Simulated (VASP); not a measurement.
# ZnSb2C (P-4m2) in VASP: a series of runs, part 2 of 2

VASP 6.6.1.

## Step 3: Single point, PBEsol

File INCAR:

```
SYSTEM = ZnSb2C
PREC     = Accurate       ! precision mode
ENCUT    = 520            ! plane-wave cutoff, eV
EDIFF    = 1E-6           ! SCF threshold, eV
ISMEAR   = -1             ! smearing method
SIGMA    = 0.02           ! smearing width, eV
LREAL    = .False.        ! projectors in reciprocal space
LASPH    = .True.         ! aspherical terms in the spheres
NELM     = 60             ! most SCF steps
ALGO     = Normal         ! electronic algorithm
ISIF     = 2              ! what is computed and relaxed
LWAVE    = .False.        ! write WAVECAR
LCHARG   = .False.        ! write CHGCAR
GGA      = PS             ! functional
NBANDS   = 21             ! bands
```

File KPOINTS:

```
regular mesh
0
Gamma
  4 4 4
  0 0 0
```

File POSCAR:

```
ZnSb2C
1.0
    3.8273790815      0.0000000000      0.0000000000
    0.0000000000      3.8273790815      0.0000000000
    0.0000000000      0.0000000000      5.9708967051
Zn Sb C
1 2 1
Direct
    0.0000000000      0.0000000000      0.0000000000
    0.0000000000      0.5000000000      0.2909733445
    0.5000000000      0.0000000000      0.7090266555
    0.5000000000      0.5000000000      0.5000000000
```

Potentials or basis: VASP PAW PBE potentials, release 64 (Zn, Sb, C).

Run with:

```
$ cat potpaw_PBE.64/Zn/POTCAR potpaw_PBE.64/Sb/POTCAR potpaw_PBE.64/C/POTCAR > POTCAR
$ mpirun -np 1 vasp_std > vasp.out
```

OUTCAR:

```text
SYSTEM = ZnSb2C
   PREC = Accurate
   ENCUT = 520
   EDIFF = 1E-6
   ISMEAR = -1
   LREAL = .False.
   LASPH = .True.
   NELM = 60
   ISIF = 2
   GGA = PS

 ion  position               nearest neighbor table
   1  0.000  0.000  0.000-   2 2.58   3 2.58   2 2.58   3 2.58
   2  0.000  0.500  0.291-   4 2.28   4 2.28   1 2.58   1 2.58   3 3.68   3 3.68   3 3.68   3 3.68

   3  0.500  0.000  0.709-   4 2.28   4 2.28   1 2.58   1 2.58   2 3.68   2 3.68   2 3.68   2 3.68

   4  0.500  0.500  0.500-   2 2.28   3 2.28   3 2.28   2 2.28

  LATTYP: Found a simple tetragonal cell.
 ALAT       =     3.8273790815
 C/A-ratio  =     1.5600484242

  Lattice vectors:

 A1 = (   3.8273790815,   0.0000000000,   0.0000000000)
 A2 = (   0.0000000000,   3.8273790815,   0.0000000000)
 A3 = (   0.0000000000,   0.0000000000,   5.9708967051)

Analysis of symmetry for initial positions (statically):
=====================================================================
 Subroutine PRICEL returns:
 Original cell was already a primitive cell.

 Routine SETGRP: Setting up the symmetry group for a
 simple tetragonal supercell.
[... 161 lines left out ...]
  energy without entropy =      -17.39635622  energy(sigma->0) =      -17.39769011

 E-fermi :   6.1540     XC(G=0):  -9.9271

 val. band max:        6.1195376784   @ k =   0.2500   0.0000   0.5000
 cond. band min:       6.1860530666   @ k =   0.0000   0.0000   0.5000
 fundamental gap:      0.0665153882
 Fermi energy:         6.1539959178

 k-point     1 :       0.0000    0.0000    0.0000
  band No.  band energies     occupation
      1      -7.9960      2.00000
      2      -4.1259      2.00000
      3      -2.4738      2.00000
      4      -1.9797      2.00000
      5      -1.9797      2.00000
      6      -1.9060      2.00000
[... 421 lines left out ...]
     20      10.7617      0.00000
     21      10.8217      0.00000

------------------------ aborting loop because EDIFF is reached ----------------------------------------

  FORCE on cell =-STRESS in cart. coord.  units (eV):
  Direction    XX          YY          ZZ          XY          YZ          ZX
  --------------------------------------------------------------------------------------
  -------------------------------------------------------------------------------------
  Total       -0.6229504     -0.6229504     -0.2213706      0.0000000     -0.0000000      0.0000000
  in kB      -11.4109427    -11.4109427     -4.0549742      0.0000000     -0.0000000      0.0000000
  external PRESSURE =      -8.9589532 kB  Pullay stress =       0.0000000 kB

 VOLUME and BASIS-vectors are now :
 -----------------------------------------------------------------------------
  energy-cutoff  :      520.00
  volume of cell :       87.47
      direct lattice vectors                 reciprocal lattice vectors
     3.827379082  0.000000000  0.000000000     0.261275400  0.000000000  0.000000000
     0.000000000  3.827379082  0.000000000     0.000000000  0.261275400  0.000000000
     0.000000000  0.000000000  5.970896705     0.000000000  0.000000000  0.167479032

 POSITION                                       TOTAL-FORCE (eV/Angst)
 -----------------------------------------------------------------------------------
      0.00000      0.00000      0.00000        -0.000000      0.000000      0.000000
      0.00000      1.91369      1.73737         0.000000      0.000000      0.542556
      1.91369      0.00000      4.23352         0.000000      0.000000     -0.542556
      1.91369      1.91369      2.98545         0.000000     -0.000000      0.000000
 -----------------------------------------------------------------------------------
    total drift:                               -0.000000      0.000000      0.000000

  FREE ENERGIE OF THE ION-ELECTRON SYSTEM (eV)
  ---------------------------------------------------
  free  energy   TOTEN  =       -17.3990240031 eV

  energy  without entropy=      -17.3963562165  energy(sigma->0) =      -17.39769011
```

OSZICAR:

```text
N       E                     dE             d eps       ncg     rms          rms(c)
DAV:   1     0.143735108967E+03    0.14374E+03   -0.11105E+04   756   0.120E+03
DAV:   2    -0.540488632181E+01   -0.14914E+03   -0.14394E+03   826   0.264E+02
DAV:   3    -0.186111170196E+02   -0.13206E+02   -0.12998E+02   942   0.758E+01
DAV:   4    -0.189014218323E+02   -0.29030E+00   -0.28978E+00   871   0.118E+01
DAV:   5    -0.189051349037E+02   -0.37131E-02   -0.37128E-02   903   0.142E+00    0.765E+00
DAV:   6    -0.175211401493E+02    0.13840E+01   -0.10989E+01  1034   0.423E+01    0.474E+00
DAV:   7    -0.174183107122E+02    0.10283E+00   -0.14535E+00   863   0.114E+01    0.251E+00
DAV:   8    -0.174101649174E+02    0.81458E-02   -0.30083E-01   872   0.277E+00    0.672E-01
DAV:   9    -0.173986169893E+02    0.11548E-01   -0.58627E-02   948   0.132E+00    0.150E-01
DAV:  10    -0.173989803282E+02   -0.36334E-03   -0.48909E-03   861   0.435E-01    0.852E-02
DAV:  11    -0.173990319473E+02   -0.51619E-04   -0.22474E-04   887   0.983E-02    0.345E-02
DAV:  12    -0.173990230620E+02    0.88853E-05   -0.59134E-05   974   0.555E-02    0.759E-03
DAV:  13    -0.173990243558E+02   -0.12937E-05   -0.13403E-05   892   0.303E-02    0.549E-03
DAV:  14    -0.173990240031E+02    0.35263E-06   -0.16836E-06   557   0.103E-02
   1 F= -.17399024E+02 E0= -.17397690E+02  d E =-.266779E-02
```

Run time: 12 s. Hardware: 1 thread of Intel Xeon 6975P-C (Granite Rapids), shared host; peak memory 0.2 GiB.

What came out:

- Free energy: -17.3990 eV
- Pressure: -0.9 GPa
- Largest force: 0.543 eV/Å
- Band gap on the k mesh: zero (band 13 reaches 6.60 eV, above the bottom of band 14 at 5.76 eV)

Forces in eV/Å, atoms in the order of the input:
```
Zn   0.000  0.000  0.000
Sb   0.000  0.000  0.543
Sb   0.000  0.000 -0.543
C    0.000  0.000  0.000
```

Stress tensor (GPa, compression positive):
```
-1.14  0.00  0.00
 0.00 -1.14  0.00
 0.00  0.00 -0.41
```

Levels at points of the mesh, in eV from the Fermi level:
| k point | band 10 | band 11 | band 12 | band 13 | band 14 | band 15 | band 16 | band 17 |
| --- | --- | --- | --- | --- | --- | --- | --- | --- |
| (0.00, 0.00, 0.00) | -4.20 | -1.99 | -1.12 | 0.44 | 0.66 | 0.66 | 2.51 | 2.51 |
| (0.50, 0.00, 0.00) | -4.89 | -4.35 | -3.50 | 0.09 | 0.09 | 2.51 | 2.55 | 3.97 |
| (0.50, 0.50, 0.00) | -4.83 | -3.68 | -3.68 | -2.76 | 0.16 | 0.37 | 0.95 | 0.95 |
| (0.00, 0.00, 0.50) | -4.00 | -4.00 | -0.40 | -0.40 | -0.40 | 0.03 | 3.77 | 4.17 |
| (0.50, 0.00, 0.50) | -3.49 | -2.60 | -2.01 | -1.29 | 0.22 | 1.37 | 2.29 | 3.68 |
| (0.50, 0.50, 0.50) | -5.02 | -4.49 | -4.21 | -4.21 | 2.31 | 2.51 | 2.94 | 2.94 |

Caveat: the k points lie up to 0.41 Å⁻¹ apart; the PAW data sets were made with another functional, which shifts forces and pressure a little; spin-orbit coupling is left out, which moves the levels of the heavy elements.
